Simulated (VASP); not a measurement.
# Pb (Fm-3m) in VASP: further runs, part 3 of 3

VASP 6.6.1. The steps go on from the part before.

### 6 Single point, PBE

File INCAR:

```
SYSTEM = Pb
PREC     = Accurate       ! precision mode
ENCUT    = 520            ! plane-wave cutoff, eV
EDIFF    = 1E-7           ! SCF threshold, eV
ISMEAR   = -5             ! smearing method
SIGMA    = 0.1            ! smearing width, eV
LREAL    = .False.        ! projectors in reciprocal space
LASPH    = .True.         ! aspherical terms in the spheres
NELM     = 60             ! most SCF steps
ALGO     = Normal         ! electronic algorithm
ISIF     = 2              ! what is computed and relaxed
LWAVE    = .False.        ! write WAVECAR
LCHARG   = .False.        ! write CHGCAR
GGA      = PE             ! functional
NBANDS   = 13             ! bands
```

File KPOINTS:

```
Automatic mesh
0
Gamma
  12 12 12
  0 0 0
```

File POSCAR:

```
Pb
1.0
    0.0000000000      2.4698000000      2.4698000000
    2.4698000000      0.0000000000      2.4698000000
    2.4698000000      2.4698000000      0.0000000000
Pb
1
Direct
    0.0000000000      0.0000000000      0.0000000000
```

Potentials or basis: VASP PAW PBE potentials, release 64 (Pb_d).

On the command line:

```sh
$ cat potpaw_PBE.64/Pb_d/POTCAR > POTCAR
$ mpirun -np 1 vasp_std > vasp.out
```

OUTCAR:

```text
SYSTEM = Pb
   PREC = Accurate
   ENCUT = 520
   EDIFF = 1E-7
   ISMEAR = -5
   LREAL = .False.
   LASPH = .True.
   NELM = 60
   ISIF = 2
   GGA = PE

 ion  position               nearest neighbor table
   1  0.000  0.000  0.000-

  LATTYP: Found a face centered cubic cell.
 ALAT       =     4.9396000000

  Lattice vectors:

 A1 = (   0.0000000000,   2.4698000000,   2.4698000000)
 A2 = (   2.4698000000,   0.0000000000,   2.4698000000)
 A3 = (   2.4698000000,   2.4698000000,   0.0000000000)

Analysis of symmetry for initial positions (statically):
=====================================================================
 Subroutine PRICEL returns:
 Original cell was already a primitive cell.

 Routine SETGRP: Setting up the symmetry group for a
 face centered cubic supercell.

 Subroutine GETGRP returns: Found 48 space group operations
 (whereof 48 operations were pure point group operations)
 out of a pool of 48 trial point group operations.

The static configuration has the point symmetry O_h .

Analysis of symmetry for dynamics (positions and initial velocities):
=====================================================================
 Subroutine PRICEL returns:
 Original cell was already a primitive cell.

 Routine SETGRP: Setting up the symmetry group for a
 face centered cubic supercell.

 Subroutine GETGRP returns: Found 48 space group operations
 (whereof 48 operations were pure point group operations)
 out of a pool of 48 trial point group operations.

The dynamic configuration has the point symmetry O_h .

 Subroutine INISYM returns: Found 48 space group operations
 (whereof 48 operations are pure point group operations),
 and found     1 'primitive' translations

----------------------------------------------------------------------------------------

                                     Primitive cell

  volume of cell :      30.1311
[... 115 lines left out ...]
   LHFCALC =     F    Hartree Fock is set to
   AEXX    =    0.0000 exact exchange contribution
   IVDW    =     0    specifies the selected vdW correction
   LEPSILON=     F    determine dielectric tensor
   LRPA    =     F    only Hartree local field effects (RPA)
 non-spin polarized calculation
 Fermi weights with tetrahedron method with Bloechl corrections
  energy-cutoff  :      520.00
  volume of cell :       30.13
 maximum number of plane-waves:       869
 NGX is ok and might be reduce to    28
   NGX = 13   NGY = 13   NGZ = 13

 number of electron      13.9999999 magnetization

 Free energy of the ion-electron system (eV)
  ---------------------------------------------------
  ext. energy  EPLUGINS =         0.00000000
  ---------------------------------------------------
  free energy    TOTEN  =        -3.54941109 eV

  energy without entropy =       -3.54941109  energy(sigma->0) =       -3.54941109

 E-fermi :   7.4208     XC(G=0): -10.2143

 val. band max:        7.3940313151   @ k =  -0.2500   0.0833   0.0000
 cond. band min:       7.3612227407   @ k =  -0.3333   0.2500   0.0000
 fundamental gap:     -0.0328085744
 Fermi energy:         7.4208377663

 k-point     1 :       0.0000    0.0000    0.0000
  band No.  band energies     occupation
      1      -9.7205      2.00000
      2      -9.7205      2.00000
      3      -9.7205      2.00000
      4      -9.5779      2.00000
      5      -9.5779      2.00000
      6      -4.4430      2.00000
      7      14.8229      0.00000
      8      14.8229      0.00000
      9      14.8229      0.00000
     10      17.1211      0.00000
     11      18.7757      0.00000
     12      19.8856      0.00000
     13      19.8856      0.00000
[... 354 lines left out ...]
  band No.  band energies     occupation
      1      -9.7411      2.00000
      2      -9.6838      2.00000
      3      -9.6482      2.00000
      4      -9.4948      2.00000
      5      -9.4586      2.00000
      6      -0.4949      2.00000
      7       3.7790      2.00000
      8       9.5955     -0.00137
      9      12.1344      0.00000
     10      15.2041      0.00000
     11      19.3028      0.00000
     12      20.0897      0.00000
     13      22.5111      0.00000

 [... further k-points ...]

------------------------ aborting loop because EDIFF is reached ----------------------------------------

  FORCE on cell =-STRESS in cart. coord.  units (eV):
  Direction    XX          YY          ZZ          XY          YZ          ZX
  --------------------------------------------------------------------------------------
  -------------------------------------------------------------------------------------
  Total        0.5259853      0.5259853      0.5259853      0.0000000      0.0000000     -0.0000000
  in kB       27.9684789     27.9684789     27.9684789      0.0000000      0.0000000     -0.0000000
  external PRESSURE =      27.9684789 kB  Pullay stress =       0.0000000 kB

 VOLUME and BASIS-vectors are now :
 -----------------------------------------------------------------------------
  energy-cutoff  :      520.00
  volume of cell :       30.13
      direct lattice vectors                 reciprocal lattice vectors
     0.000000000  2.469800000  2.469800000    -0.202445542  0.202445542  0.202445542
     2.469800000  0.000000000  2.469800000     0.202445542 -0.202445542  0.202445542
     2.469800000  2.469800000  0.000000000     0.202445542  0.202445542 -0.202445542

 POSITION                                       TOTAL-FORCE (eV/Angst)
 -----------------------------------------------------------------------------------
      0.00000      0.00000      0.00000         0.000000      0.000000      0.000000
 -----------------------------------------------------------------------------------
    total drift:                               -0.000000     -0.000000      0.000000

  FREE ENERGIE OF THE ION-ELECTRON SYSTEM (eV)
  ---------------------------------------------------
  free  energy   TOTEN  =        -3.5494110923 eV

  energy  without entropy=       -3.5494110923  energy(sigma->0) =       -3.54941109
```

OSZICAR:

```text
N       E                     dE             d eps       ncg     rms          rms(c)
DAV:   1     0.105767587384E+03    0.10577E+03   -0.71725E+03  1907   0.128E+03
DAV:   2     0.146559291145E+01   -0.10430E+03   -0.10119E+03  1937   0.316E+02
DAV:   3    -0.344265777139E+01   -0.49083E+01   -0.48851E+01  2353   0.718E+01
DAV:   4    -0.355605736585E+01   -0.11340E+00   -0.11322E+00  2316   0.117E+01
DAV:   5    -0.356122688198E+01   -0.51695E-02   -0.51632E-02  2599   0.228E+00    0.531E-01
DAV:   6    -0.355180682990E+01    0.94201E-02   -0.12717E-02  2422   0.200E+00    0.263E-01
DAV:   7    -0.354947039470E+01    0.23364E-02   -0.54907E-03  2422   0.123E+00    0.871E-02
DAV:   8    -0.354941498886E+01    0.55406E-04   -0.39894E-04  2580   0.316E-01    0.948E-03
DAV:   9    -0.354941074228E+01    0.42466E-05   -0.89303E-06  2659   0.507E-02    0.480E-03
DAV:  10    -0.354941095942E+01   -0.21714E-06   -0.72269E-07  2257   0.749E-03    0.275E-04
DAV:  11    -0.354941110818E+01   -0.14875E-06   -0.19046E-08  1566   0.204E-03    0.103E-04
DAV:  12    -0.354941109233E+01    0.15848E-07   -0.38493E-09  1451   0.886E-04
   1 F= -.35494111E+01 E0= -.35494111E+01  d E =0.000000E+00
```

Run time: 28 s. Hardware: 1 thread of AMD EPYC 7R43 (Zen 3), shared host; peak memory 0.13 GiB.

What came out:

| Item | Value |
| --- | --- |
| Free energy | -3.5494 eV |
| Pressure | 2.8 GPa |
| Band gap on the k mesh | zero (band 7 reaches 14.82 eV, above the bottom of band 8 at 5.80 eV) |

Caveat: spin-orbit coupling is left out, which moves the levels of the heavy elements; tetrahedron occupations give inexact forces and stress in metals.

### 7 Overview

```tsv
smearing	gap on the mesh (eV)	pressure (GPa)
methfessel-paxton 0.2 eV	none	2.9
fermi-dirac 0.15 eV	none	2.9
methfessel-paxton 0.15 eV	none	2.9
gaussian 0.2 eV	none	2.9
tetrahedron	none	2.8
```

Alike in all rows: task single point; level PBE; potentials or basis VASP PAW PBE potentials, release 64 (Pb_d); no spin polarisation; cell as given; k mesh 12 × 12 × 12; cutoff (eV) 520.

Every run on the cell as given and a fine mesh finds a metal.

Caveats: spin-orbit coupling is left out, which moves the levels of the heavy elements; tetrahedron occupations give inexact forces and stress in metals (some runs).

Absolute energies hang on the potentials; compare differences alone.
